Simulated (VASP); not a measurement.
Wanted: the native input for a VASP 6.6.1 run.

```
Task                   : relaxation of cell and atoms
Functional             : PBE
Potentials or basis    : VASP PAW PBE potentials, release 64 (K_sv, Rb_sv)
Cutoff                 : 600 eV
k mesh                 : 4 × 4 × 4
Occupations            : gaussian, width 0.1 eV
Spin                   : no spin polarisation
Dipole correction      : no
Further INCAR settings : ALGO = Normal; EDIFF = 1e-07; IBRION = 2; EDIFFG = -0.04; NSW = 90; ISIF = 3
```

The structure of KRb2 lies in POSCAR:

```
KRb2
1.0
    0.0000000000      3.9025634400      3.9025634400
    3.9025634400      0.0000000000      3.9025634400
    3.9025634400      3.9025634400      0.0000000000
K Rb
1 2
Direct
    0.0000000000      0.0000000000      0.0000000000
    0.7500000000      0.7500000000      0.7500000000
    0.2500000000      0.2500000000      0.2500000000
```

The cell was generated, and may not be a known phase.

These files were run (other wordings do the same):

INCAR

```
ALGO = Normal
EDIFF = 1E-7
EDIFFG = -0.04
ENCUT = 600
GGA = PE
IBRION = 2
ISIF = 3
ISMEAR = 0
LASPH = True
LCHARG = False
LREAL = False
LWAVE = False
NELM = 60
NSW = 90
PREC = Accurate
SIGMA = 0.1
```

KPOINTS

```
k-points
0
Gamma
  4 4 4
```

Potentials or basis: VASP PAW PBE potentials, release 64 (K_sv, Rb_sv).

Launch:

```console
$ cat potpaw_PBE.64/K_sv/POTCAR potpaw_PBE.64/Rb_sv/POTCAR > POTCAR
$ mpirun -np 1 vasp_std > vasp.out
```

Results of the run:

```yaml
Relaxed_volume: 99.94 Å³/atom
Relaxed_cell: a = 7.513 Å, b = 7.513 Å, c = 7.513 Å, α = 60.00°, β = 60.00°, γ = 60.00°
Space_group_after_relaxing_to_0.1_Å: Fm-3m (No. 225)
Energy_gained_by_relaxing: 890.2 meV/atom
Ionic_steps: 5
Pressure_after_relaxing: 0.0 GPa
Band_gap_on_the_k_mesh: zero (an odd number of electrons rules out a gap without spin polarisation)
```

Caveat: the volume moved by over 15 % at a fixed basis, so the end points are rough.

It took 4.1 min on 1 thread of Oxide Virtual Turin-like Processor (shared host), peak memory 0.3 GiB.
